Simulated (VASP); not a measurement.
Write the native input for VASP 6.6.1 that does the following.

```
Task                   : single point
Functional             : r2SCAN
Potentials or basis    : VASP PAW PBE potentials, release 64 (Re)
Cutoff                 : 520 eV
k mesh                 : 7 × 7 × 7
Occupations            : fermi-dirac, width 0.05 eV
Spin                   : no spin polarisation
Dipole correction      : no
Further INCAR settings : ALGO = Normal; EDIFF = 1e-06; NBANDS = 10
```

Re:

```xyz
1
Lattice="2.5146 0.0000 0.0000 0.0000 2.5146 0.0000 0.0000 0.0000 2.5146" Properties=species:S:1:pos:R:3 pbc="T T T"
Re    0.0000    0.0000    0.0000
```

One way to write it, as run:

POSCAR

```
Re
1.0
    2.5146269984      0.0000000000      0.0000000000
    0.0000000000      2.5146269984      0.0000000000
    0.0000000000      0.0000000000      2.5146269984
Re
1
Direct
    0.0000000000      0.0000000000      0.0000000000
```

INCAR.step1

```
  ALGO = Normal
  EDIFF = 1E-4
  ENCUT = 520
  GGA = PE
  ISMEAR = -1
  LASPH = True
  LCHARG = False
  LREAL = False
  LWAVE = True
  NBANDS = 10
  NELM = 100
  PREC = Accurate
  SIGMA = 0.05
```

INCAR.step2

```
  ALGO = Normal
  EDIFF = 1E-6
  ENCUT = 520
  ISIF = 2
  ISMEAR = -1
  ISTART = 1
  LASPH = True
  LCHARG = False
  LMIXTAU = True
  LREAL = False
  LWAVE = False
  METAGGA = R2SCAN
  NBANDS = 10
  NELM = 100
  PREC = Accurate
  SIGMA = 0.05
```

KPOINTS

```
k-points
0
Gamma
  7 7 7
```

Potentials or basis: VASP PAW PBE potentials, release 64 (Re).

Run with:

```bash
$ cat potpaw_PBE.64/Re/POTCAR > POTCAR
$ cp INCAR.step1 INCAR
$ mpirun -np 1 vasp_std > vasp.out
$ cp INCAR.step2 INCAR
$ mpirun -np 1 vasp_std > vasp.out
```

Results of the run:

```json
{
  "Pressure": "19.1 GPa"
}
```

Caveat: the PAW data sets were made with another functional, which shifts forces and pressure a little.

It took 8.6 s on 1 thread of AMD EPYC 9R45 96-Core Processor (Zen 5) (shared host), peak memory 0.1 GiB.
